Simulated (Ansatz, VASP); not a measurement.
One calculation of YAl3N4, two programs

File INCAR:

```
SYSTEM = YAl3N4
PREC     = Accurate       ! precision mode
ENCUT    = 600            ! plane-wave cutoff, eV
EDIFF    = 1E-7           ! SCF threshold, eV
ISMEAR   = 0              ! smearing method
SIGMA    = 0.1            ! smearing width, eV
LREAL    = .False.        ! projectors in reciprocal space
LASPH    = .True.         ! aspherical terms in the spheres
NELM     = 120            ! most SCF steps
ALGO     = Normal         ! electronic algorithm
ISIF     = 3              ! what is computed and relaxed
LWAVE    = .False.        ! write WAVECAR
LCHARG   = .False.        ! write CHGCAR
GGA      = PE             ! functional
IBRION   = 2              ! ionic algorithm
NSW      = 90             ! ionic steps
EDIFFG   = -0.04          ! ionic threshold
GGA_COMPAT= .False.      
NELMIN   = 4
```

KPOINTS

```
regular mesh
0
Gamma
  6 6 6
  0 0 0
```

Contents of POSCAR:

```
YAl3N4
1.0
   -2.4083401000      2.4083401000      4.8166802000
    2.4083401000     -2.4083401000      4.8166802000
    2.4083401000      2.4083401000     -4.8166802000
Y Al N
1 3 4
Direct
    0.0000000000      0.0000000000      0.0000000000
    0.5000000000      0.5000000000      0.0000000000
    0.7500000000      0.2500000000      0.5000000000
    0.2500000000      0.7500000000      0.5000000000
    0.7500000000      0.7500000000      0.0000000000
    0.2500000000      0.2500000000      0.0000000000
    0.5000000000      0.0000000000      0.5000000000
    0.0000000000      0.5000000000      0.5000000000
```

Input for Ansatz:

```yaml
crystal:
  lattice:
    - [-2.4083401, 2.4083401, 4.8166802]
    - [2.4083401, -2.4083401, 4.8166802]
    - [2.4083401, 2.4083401, -4.8166802]
  atoms:
    - { symbol: "Y", position: [0.0, 0.0, 0.0] }
    - { symbol: Al, position: [0.5, 0.5, 0.0] }
    - { symbol: Al, position: [0.75, 0.25, 0.5] }
    - { symbol: Al, position: [0.25, 0.75, 0.5] }
    - { symbol: "N", position: [0.75, 0.75, 0.0] }
    - { symbol: "N", position: [0.25, 0.25, 0.0] }
    - { symbol: "N", position: [0.5, 0.0, 0.5] }
    - { symbol: "N", position: [0.0, 0.5, 0.5] }
basis:
  ecutwfc: 420
kpoints:
  mp_grid: { grid: [6, 6, 6] }
hamiltonian:
  xc: pbe
scf:
  occupations: { method: gaussian, width: 0.1 }
  lower_state_search: "off"
output:
  forces: true
  stress: true
  eigenvalues: true
relax:
  adjacent_minimum: "off"
  f_tol: 0.04
  max_steps: 70
  cell: { stress_tol: 0.4 }
```

Alike in both runs: task relaxation of cell and atoms; functional PBE; k mesh 6 × 6 × 6; occupations gaussian, width 0.1 eV; no spin polarisation.

```csv
,VASP,Ansatz
version,VASP 6.6.1,Ansatz 0.2.0
potentials or method,"VASP PAW PBE potentials, release 64 (Y_sv, Al, N), cutoff 600 eV","scalar-relativistic, plane waves, PAW"
valence electrons in the cell,40,40
```

Ansatz gave:

| Quantity | Value |
| --- | --- |
| gap on the k mesh at the Fermi level, each at its own relaxed structure (eV) | 1.83 |
| relaxed volume (Å³/atom) | 10.45 |
| relaxed cell length with the largest relative difference (Å) | 5.230 |

**Question.** Which values does VASP return?

**Answer.** gap on the k mesh at the Fermi level, each at its own relaxed structure (eV): 1.85; relaxed volume (Å³/atom): 10.43; relaxed cell length with the largest relative difference (Å): 5.227.

Noted on VASP's run: the volume moved by over 15 % at a fixed basis, so the end points are rough.
